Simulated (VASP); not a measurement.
# InSb (P6_3/mmc) in VASP: settings compared

InSb is run at these levels: PBE, PBEsol; tasks: single point.

Everything below comes from runs of VASP 6.6.1. Logs are shortened: lines on timing, memory, paths and dates and some standing lists are left out, and cuts for length are marked.

### Step 1. The cell of the first run

It takes space group P6_3/mmc (No. 194, hexagonal). The conventional cell has a = 5.030 Å, b = 5.030 Å, c = 6.206 Å, α = 90.00°, β = 90.00°, γ = 120.00°. Within 3.8 Å of In (site symmetry -6m2) lie 5 Sb at 2.90 to 3.10 Å. Sb (site symmetry -6m2) has 5 In at 2.90 to 3.10 Å within 3.8 Å.

### Step 2. Single point, PBE

Contents of INCAR:

```
PREC = Accurate
ENCUT = 500
EDIFF = 1E-6
ISMEAR = 1
SIGMA = 0.5
LREAL = False
LASPH = True
NELM = 120
ALGO = Normal
ISIF = 2
LWAVE = False
LCHARG = True
GGA = PE
LELF = True
LVHAR = True
NBANDS = 26
GGA_COMPAT = False
```

Contents of KPOINTS:

```
regular mesh
0
Gamma
  6 6 4
```

Contents of POSCAR:

```
InSb
1.0
    5.0295613216      0.0000000000      0.0000000000
   -2.5147806608      4.3557278744      0.0000000000
    0.0000000000      0.0000000000      6.2057926258
In Sb
2 2
Direct
    0.3333333333      0.6666666667      0.2500000000
    0.6666666667      0.3333333333      0.7500000000
    0.6666666667      0.3333333333      0.2500000000
    0.3333333333      0.6666666667      0.7500000000
```

Potentials or basis: VASP PAW PBE potentials, release 64 (In_d, Sb).

On the command line:

```bash
$ cat potpaw_PBE.64/In_d/POTCAR potpaw_PBE.64/Sb/POTCAR > POTCAR
$ mpirun -np 1 vasp_std > vasp.out
```

OUTCAR:

```text
PREC = Accurate
   ENCUT = 500
   EDIFF = 1E-6
   ISMEAR = 1
   LREAL = False
   LASPH = True
   NELM = 120
   ISIF = 2
   GGA = PE

 ion  position               nearest neighbor table
   1  0.333  0.667  0.250-   3 2.90   3 2.90   3 2.90   4 3.10   4 3.10
   2  0.667  0.333  0.750-   4 2.90   4 2.90   4 2.90   3 3.10   3 3.10
   3  0.667  0.333  0.250-   1 2.90   1 2.90   1 2.90   2 3.10   2 3.10
   4  0.333  0.667  0.750-   2 2.90   2 2.90   2 2.90   1 3.10   1 3.10

  LATTYP: Found a hexagonal cell.
 ALAT       =     5.0295613216
 C/A-ratio  =     1.2338635974

  Lattice vectors:

 A1 = (   5.0295613216,   0.0000000000,   0.0000000000)
 A2 = (  -2.5147806608,   4.3557278744,   0.0000000000)
 A3 = (   0.0000000000,   0.0000000000,   6.2057926258)

Analysis of symmetry for initial positions (statically):
=====================================================================
 Subroutine PRICEL returns:
 Original cell was already a primitive cell.

 Routine SETGRP: Setting up the symmetry group for a
 hexagonal supercell.

 Subroutine GETGRP returns: Found 24 space group operations
 (whereof 12 operations were pure point group operations)
 out of a pool of 24 trial point group operations.

The static configuration has the point symmetry D_3d.
 The point group associated with its full space group is D_6h.

Analysis of symmetry for dynamics (positions and initial velocities):
=====================================================================
 Subroutine PRICEL returns:
 Original cell was already a primitive cell.

 Routine SETGRP: Setting up the symmetry group for a
 hexagonal supercell.

 Subroutine GETGRP returns: Found 24 space group operations
 (whereof 12 operations were pure point group operations)
 out of a pool of 24 trial point group operations.

The dynamic configuration has the point symmetry D_3d.
 The point group associated with its full space group is D_6h.

 Subroutine INISYM returns: Found 24 space group operations
 (whereof 12 operations are pure point group operations),
 and found     1 'primitive' translations

----------------------------------------------------------------------------------------

                                     Primitive cell

  volume of cell :     135.9528

  direct lattice vectors                    reciprocal lattice vectors
     5.029561322  0.000000000  0.000000000     0.198824497  0.114791377  0.000000000
    -2.514780661  4.355727874  0.000000000     0.000000000  0.229582754  0.000000000
     0.000000000  0.000000000  6.205792626     0.000000000  0.000000000  0.161139771

  length of vectors
     5.029561322  5.029561322  6.205792626     0.229582754  0.229582754  0.161139771

  position of ions in fractional coordinates (direct lattice)
     0.333333333  0.666666667  0.250000000
     0.666666667  0.333333333  0.750000000
     0.666666667  0.333333333  0.250000000
     0.333333333  0.666666667  0.750000000

  ion indices of the primitive-cell ions
   primitive index   ion index
                 1           1
                 2           2
                 3           3
                 4           4

----------------------------------------------------------------------------------------

 KPOINTS: regular mesh

Automatic generation of k-mesh.
 Grid dimensions read from file:
 generate k-points for:    6    6    4

 Generating k-lattice:

  Cartesian coordinates                     Fractional coordinates (reciprocal lattice)
     0.033137416  0.019131896  0.000000000     0.166666667 -0.000000000  0.000000000
     0.000000000  0.038263792  0.000000000     0.000000000  0.166666667  0.000000000
     0.000000000  0.000000000  0.040284943     0.000000000  0.000000000  0.250000000

  Length of vectors
     0.038263792  0.038263792  0.040284943

  Shift w.r.t. Gamma in fractional coordinates (k-lattice)
     0.000000000  0.000000000  0.000000000

 Subroutine IBZKPT returns following result:
 ===========================================

 Found     21 irreducible k-points:

 Following reciprocal coordinates:
            Coordinates               Weight
  0.000000  0.000000  0.000000      1.000000
  0.166667  0.000000  0.000000      6.000000
  0.333333  0.000000  0.000000      6.000000
  0.500000 -0.000000  0.000000      3.000000
  0.166667  0.166667  0.000000      6.000000
  0.333333  0.166667  0.000000     12.000000
[... 13 lines left out ...]
  0.333333  0.166667  0.500000     12.000000
  0.333333  0.333333  0.500000      2.000000
   k-points           NKPTS =     21   k-points in BZ     NKDIM =     21   number of bands    NBANDS=     26
   number of dos      NEDOS =    301   number of ions     NIONS =      4
   total plane-waves  NPLWV =  76800
   dimension x,y,z NGX =    40 NGY =   40 NGZ =   48
   dimension x,y,z NGXF=    80 NGYF=   80 NGZF=   96
   ions per type =               2   2
   NGX,Y,Z   is equivalent  to a cutoff of  13.22, 13.22, 12.86 a.u.
   NGXF,Y,Z  is equivalent  to a cutoff of  26.44, 26.44, 25.72 a.u.
 SYSTEM =  unknown system
   PREC   = accura    normal or accurate (medium, high low for compatibility)
   ISTART =      0    job   : 0-new  1-cont  2-samecut
   ICHARG =      2    charge: 1-file 2-atom 10-const
   ISPIN  =      1    spin polarized calculation?
   LNONCOLLINEAR =      F non collinear calculations
   LSORBIT =      F    spin-orbit coupling
   LASPH  =      T    aspherical Exc in radial PAW
   ENCUT  =  500.0 eV  36.75 Ry    6.06 a.u.   9.17  9.17 11.31*2*pi/ulx,y,z
   NELM   =    120;   NELMIN=  2; NELMDL= -5     # of ELM steps
   EDIFF  = 0.1E-05   stopping-criterion for ELM
   LREAL  =      F    real-space projection
   EDIFFG = 0.1E-04   stopping-criterion for IOM
   NSW    =      0    number of steps for IOM
   IBRION =     -1    ionic relax: 0-MD 1-quasi-New 2-CG
   NFREE  =      0    steps in history (QN), initial steepest desc. (CG)
   ISIF   =      2    stress and relaxation
   ISYM   =      2    0-nonsym 1-usesym 2-fastsym
   POTIM  = 0.5000    time-step for ionic-motion
   TEBEG  =    0.0;   TEEND  =   0.0 temperature during run
   PSTRESS=    0.0 pullay stress
   NELECT =      36.0000    total number of electrons
   NUPDOWN=      -1.0000    fix difference up-down
   EMIN   =  10.00;   EMAX   =-10.00  energy-range for DOS
   EFERMI =   0.00;   METHOD = LEGACY
   ISMEAR =     1;   SIGMA  =   0.50  broadening in eV -4-tet -1-fermi 0-gaus
   EFERMI_NEDOS =   21; number of points for ismear=-14 and -15
   IALGO  =     38    algorithm
   IMIX   =      4    mixing-type and parameters
     AMIX     =   0.40;   BMIX     =  1.00
     AMIX_MAG =   1.60;   BMIX_MAG =  1.00
  volume/ion in A,a.u.               =      33.99       229.36
  Fermi-wavevector in a.u.,A,eV,Ry     =   1.051267  1.986606 15.036641  1.105162
  Thomas-Fermi vector in A             =   2.186303
   LORBIT       =      0    0 simple, 1 ext, 2 COOP (PROOUT), +10 PAW based schemes
   GGA     = PE    functional components
   LHFCALC =     F    Hartree Fock is set to
   AEXX    =    0.0000 exact exchange contribution
   IVDW    =     0    specifies the selected vdW correction
   LEPSILON=     F    determine dielectric tensor
   LRPA    =     F    only Hartree local field effects (RPA)
 non-spin polarized calculation
 Methfessel and Paxton  Order N= 1 SIGMA  =   0.50
  energy-cutoff  :      500.00
  volume of cell :      135.95
 maximum number of plane-waves:      3473
 NGX is ok and might be reduce to    40
   NGX = 19   NGY = 19   NGZ = 23

 number of electron      36.0000002 magnetization

 Free energy of the ion-electron system (eV)
  ---------------------------------------------------
  ext. energy  EPLUGINS =         0.00000000
  ---------------------------------------------------
  free energy    TOTEN  =       -13.07552838 eV

  energy without entropy =      -13.06821661  energy(sigma->0) =      -13.07309113

 E-fermi :   5.0311     XC(G=0):  -8.7343

 val. band max:        4.8775005927   @ k =   0.0000   0.0000   0.0000
 cond. band min:       5.0800264201   @ k =   0.1667   0.1667   0.0000
 fundamental gap:      0.2025258274
 Fermi energy:         5.0310811166

 k-point     1 :       0.0000    0.0000    0.0000
  band No.  band energies     occupation
      1      -9.5376      2.00000
      2      -9.4365      2.00000
      3      -9.4365      2.00000
      4      -9.4358      2.00000
      5      -9.4358      2.00000
      6      -9.4204      2.00000
[... 18 lines left out ...]
     25       9.9804     -0.00000
     26      11.0295     -0.00000

 k-point     2 :       0.1667    0.0000    0.0000
  band No.  band energies     occupation
      1      -9.5348      2.00000
      2      -9.4462      2.00000
      3      -9.4339      2.00000
      4      -9.4316      2.00000
      5      -9.4290      2.00000
      6      -9.4169      2.00000
[... 18 lines left out ...]
     25      10.5666     -0.00000
     26      10.6575     -0.00000

 k-point     3 :       0.3333    0.0000    0.0000
  band No.  band energies     occupation
      1      -9.5281      2.00000
      2      -9.4647      2.00000
      3      -9.4264      2.00000
      4      -9.4219      2.00000
      5      -9.4176      2.00000
      6      -9.4131      2.00000
[... 18 lines left out ...]
     25      10.7533     -0.00000
     26      11.6074     -0.00000

 k-point     4 :       0.5000   -0.0000    0.0000
  band No.  band energies     occupation
      1      -9.5236      2.00000
      2      -9.4748      2.00000
      3      -9.4224      2.00000
      4      -9.4166      2.00000
      5      -9.4121      2.00000
      6      -9.4120      2.00000
[... 18 lines left out ...]
     25      11.1516     -0.00000
     26      12.1122     -0.00000

 k-point     5 :       0.1667    0.1667    0.0000
  band No.  band energies     occupation
      1      -9.5292      2.00000
      2      -9.4614      2.00000
      3      -9.4279      2.00000
      4      -9.4241      2.00000
      5      -9.4204      2.00000
      6      -9.4140      2.00000
[... 18 lines left out ...]
     25      10.8434     -0.00000
     26      11.5234     -0.00000

 k-point     6 :       0.3333    0.1667    0.0000
  band No.  band energies     occupation
      1      -9.5194      2.00000
      2      -9.4796      2.00000
      3      -9.4235      2.00000
      4      -9.4157      2.00000
      5      -9.4122      2.00000
      6      -9.4111      2.00000
[... 340 lines left out ...]
 k-point    18 :       0.5000   -0.0000    0.5000
  band No.  band energies     occupation
      1      -9.4677      2.00000
      2      -9.4677      2.00000
      3      -9.4401      2.00000
      4      -9.4401      2.00000
      5      -9.4212      2.00000
      6      -9.4212      2.00000
[... 18 lines left out ...]
     25      11.2799     -0.00000
     26      11.2799     -0.00000

 k-point    19 :       0.1667    0.1667    0.5000
  band No.  band energies     occupation
      1      -9.4693      2.00000
      2      -9.4693      2.00000
      3      -9.4396      2.00000
      4      -9.4396      2.00000
      5      -9.4293      2.00000
      6      -9.4293      2.00000
[... 18 lines left out ...]
     25      10.0940     -0.00000
     26      10.0940     -0.00000

 k-point    20 :       0.3333    0.1667    0.5000
  band No.  band energies     occupation
      1      -9.4650      2.00000
      2      -9.4650      2.00000
      3      -9.4426      2.00000
      4      -9.4426      2.00000
      5      -9.4207      2.00000
      6      -9.4207      2.00000
[... 18 lines left out ...]
     25      11.4116     -0.00000
     26      11.4116     -0.00000

 k-point    21 :       0.3333    0.3333    0.5000
  band No.  band energies     occupation
      1      -9.4582      2.00000
      2      -9.4582      2.00000
      3      -9.4492      2.00000
      4      -9.4492      2.00000
      5      -9.4171      2.00000
      6      -9.4171      2.00000
[... 18 lines left out ...]
     25      10.2871     -0.00000
     26      10.2871     -0.00000

------------------------ aborting loop because EDIFF is reached ----------------------------------------

  FORCE on cell =-STRESS in cart. coord.  units (eV):
  Direction    XX          YY          ZZ          XY          YZ          ZX
  --------------------------------------------------------------------------------------
  -------------------------------------------------------------------------------------
  Total        1.2840110      1.2840110      0.8406856     -0.0000000     -0.0000000      0.0000000
  in kB       15.1318220     15.1318220      9.9073173     -0.0000000     -0.0000000      0.0000000
  external PRESSURE =      13.3903204 kB  Pullay stress =       0.0000000 kB

 VOLUME and BASIS-vectors are now :
 -----------------------------------------------------------------------------
  energy-cutoff  :      500.00
  volume of cell :      135.95
      direct lattice vectors                 reciprocal lattice vectors
     5.029561322  0.000000000  0.000000000     0.198824497  0.114791377  0.000000000
    -2.514780661  4.355727874  0.000000000     0.000000000  0.229582754  0.000000000
     0.000000000  0.000000000  6.205792626     0.000000000  0.000000000  0.161139771

 POSITION                                       TOTAL-FORCE (eV/Angst)
 -----------------------------------------------------------------------------------
     -0.00000      2.90382      1.55145        -0.000000      0.000000     -0.000000
      2.51478      1.45191      4.65434         0.000000      0.000000      0.000000
      2.51478      1.45191      1.55145        -0.000000      0.000000      0.000000
     -0.00000      2.90382      4.65434         0.000000     -0.000000      0.000000
 -----------------------------------------------------------------------------------
    total drift:                               -0.000000      0.000000      0.000000

  FREE ENERGIE OF THE ION-ELECTRON SYSTEM (eV)
  ---------------------------------------------------
  free  energy   TOTEN  =       -13.0755283842 eV

  energy  without entropy=      -13.0682166139  energy(sigma->0) =      -13.07309113
```

It took 1.8 min on 1 thread of Intel Xeon 8259CL, shared host; peak memory 0.28 GiB.

What came out:

| Property | Result |
| --- | --- |
| Free energy | -13.0755 eV |
| Pressure | 1.3 GPa |
| Band gap on the k mesh | zero (bands 18 and 19 overlap by 1.15 eV) |

Stress tensor (GPa, compression positive):
```
1.51 0.00 0.00
0.00 1.51 0.00
0.00 0.00 0.99
```

Caveat: so wide a smearing shifts energies and pressures; spin-orbit coupling is left out, which moves the levels of the heavy elements.

### Step 3. Single point, PBE

Contents of INCAR:

```
ALGO     = Normal         # electronic algorithm
EDIFF    = 1E-6           # SCF threshold, eV
ENCUT    = 500            # plane-wave cutoff, eV
GGA      = PE             # functional
GGA_COMPAT= False        
ISIF     = 2              # what is computed and relaxed
ISMEAR   = 0              # smearing method
LASPH    = True           # aspherical terms in the spheres
LCHARG   = False          # write CHGCAR
LREAL    = False          # projectors in reciprocal space
LWAVE    = False          # write WAVECAR
NBANDS   = 26             # bands
NELM     = 120            # most SCF steps
PREC     = Accurate       # precision mode
SIGMA    = 0.2            # smearing width, eV
```

Contents of KPOINTS:

```
k-points
0
Gamma
  6 6 4
```

POSCAR is that of step 2.

Potentials or basis: VASP PAW PBE potentials, release 64 (In_d, Sb).

On the command line:

```bash
$ cat potpaw_PBE.64/In_d/POTCAR potpaw_PBE.64/Sb/POTCAR > POTCAR
$ mpirun -np 1 vasp_std > vasp.out
```

It took 1.7 min on 1 thread of Intel Xeon 8259CL, shared host; peak memory 0.29 GiB.

Results (log left out):

```
Free energy            : -13.0983 eV
Pressure               : 1.3 GPa
Band gap on the k mesh : zero (bands 18 and 19 overlap by 1.15 eV)
```

Stress tensor (GPa, compression positive):
```
1.52 0.00 0.00
0.00 1.52 0.00
0.00 0.00 0.95
```

Levels at points of the mesh, in eV from the Fermi level:
```csv
k point,band 14,band 15,band 16,band 17,band 18,band 19,band 20,band 21,band 22,band 23
"(0.00, 0.00, 0.00)",-3.15,-2.00,-2.00,-0.49,-0.18,-0.18,0.09,2.23,2.23,4.44
"(0.50, 0.00, 0.00)",-4.38,-3.00,-2.93,-1.79,-0.86,-0.60,2.06,4.67,4.99,5.00
"(0.00, 0.00, 0.50)",-3.15,-1.19,-1.19,-1.19,-1.19,0.33,0.33,2.83,2.83,2.83
"(0.50, 0.00, 0.50)",-5.91,-2.08,-2.08,-0.34,-0.34,1.42,1.42,2.75,2.75,5.90
```

Caveat: spin-orbit coupling is left out, which moves the levels of the heavy elements.

### Step 4. Single point, PBEsol

Contents of INCAR:

```
SYSTEM = InSb
  ALGO = Normal
  EDIFF = 1E-6
  ENCUT = 500
  GGA = PS
  GGA_COMPAT = .False.
  ISIF = 2
  ISMEAR = -1
  LASPH = .True.
  LCHARG = .False.
  LREAL = .False.
  LWAVE = .False.
  NBANDS = 26
  NELM = 120
  PREC = Accurate
  SIGMA = 0.02
```

Contents of KPOINTS:

```
k-points
0
Gamma
  6 6 4
  0 0 0
```

POSCAR is that of step 3.

On the command line:

```bash
$ cat potpaw_PBE.64/In_d/POTCAR potpaw_PBE.64/Sb/POTCAR > POTCAR
$ mpirun -np 1 vasp_std > vasp.out
```

It took 1.7 min on 1 thread of Intel Xeon 8259CL, shared host; peak memory 0.29 GiB.

It converged, with:

```yaml
Free_energy: -14.6377 eV
Pressure: -0.9 GPa
Band_gap_on_the_k_mesh: zero (bands 18 and 19 overlap by 1.19 eV)
```

Stress tensor (GPa, compression positive):
```
-0.56  0.00  0.00
 0.00 -0.56  0.00
 0.00  0.00 -1.55
```

Levels at points of the mesh, in eV from the Fermi level:
```csv
k point,band 14,band 15,band 16,band 17,band 18,band 19,band 20,band 21,band 22,band 23
"(0.00, 0.00, 0.00)",-3.21,-2.03,-2.03,-0.57,-0.21,-0.21,0.05,2.18,2.18,4.41
"(0.50, 0.00, 0.00)",-4.43,-3.04,-2.97,-1.83,-0.89,-0.67,2.00,4.55,4.94,4.94
"(0.00, 0.00, 0.50)",-3.21,-1.22,-1.22,-1.22,-1.22,0.27,0.27,2.78,2.78,2.78
"(0.50, 0.00, 0.50)",-5.96,-2.12,-2.12,-0.39,-0.39,1.36,1.36,2.69,2.69,5.84
```

Caveat: the PAW data sets were made with another functional, which shifts forces and pressure a little; spin-orbit coupling is left out, which moves the levels of the heavy elements.

### Step 5. Summary

```tsv
level	smearing	gap on the mesh (eV)	pressure (GPa)
PBE	methfessel-paxton 0.5 eV	none	1.3
PBE	gaussian 0.2 eV	none	1.3
PBEsol	fermi-dirac 0.02 eV	none	-0.9
```

Alike in all rows: task single point; potentials or basis VASP PAW PBE potentials, release 64 (In_d, Sb); no spin polarisation; cell as given; k mesh 6 × 6 × 4; cutoff (eV) 500.

The pressure there spans -0.9 GPa (PBEsol) to 1.3 GPa (PBE); a positive pressure means that this level wants a larger cell, a negative one a smaller.

Caveats: spin-orbit coupling is left out, which moves the levels of the heavy elements; so wide a smearing shifts energies and pressures (at least some runs); the PAW data sets were made with another functional, which shifts forces and pressure a little (at least some runs).

Absolute energies hang on the potentials; compare differences alone.

The gap in the log of VASP goes by the Fermi energy; the results here count the filled bands.